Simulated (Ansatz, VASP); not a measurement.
## SiC: VASP beside Ansatz

```
CELL_PARAMETERS angstrom
3.09500 0.00000 0.00000
-1.54750 2.68035 0.00000
0.00000 0.00000 15.18657
ATOMIC_POSITIONS crystal
Si 0.33333 0.66667 0.83299
Si 0.66667 0.33333 0.33299
Si 0.66667 0.33333 0.66650
Si 0.33333 0.66667 0.16650
Si 0.00000 0.00000 0.49972
Si 0.00000 0.00000 0.99972
C 0.00000 0.00000 0.87437
C 0.00000 0.00000 0.37437
C 0.33333 0.66667 0.70800
C 0.66667 0.33333 0.20800
C 0.66667 0.33333 0.54151
C 0.33333 0.66667 0.04151
```

Alike in both runs: functional PBE; k mesh 12 × 12 × 2; occupations gaussian, width 0.02 eV; no spin polarisation.

Ansatz relaxed the structure, and its values are those at the end. VASP's run is a single point on that final structure, the one shown.

```csv
,VASP,Ansatz
version,VASP 6.6.1,Ansatz 0.2.0
potentials or method,"VASP PAW PBE potentials, release 64 (Si, C), cutoff 520 eV","scalar-relativistic, plane waves, PAW"
valence electrons in the cell,48,48
```

VASP gave:

```
gap on the k mesh at the Fermi level (eV) : 2.03
least direct gap on the mesh (eV)         : 3.12
pressure (GPa)                            : -0.1
```

**Question.** Which values does Ansatz return?

**Answer.** gap on the k mesh at the Fermi level (eV): 2.03; least direct gap on the mesh (eV): 3.13; pressure (GPa): 0.0.
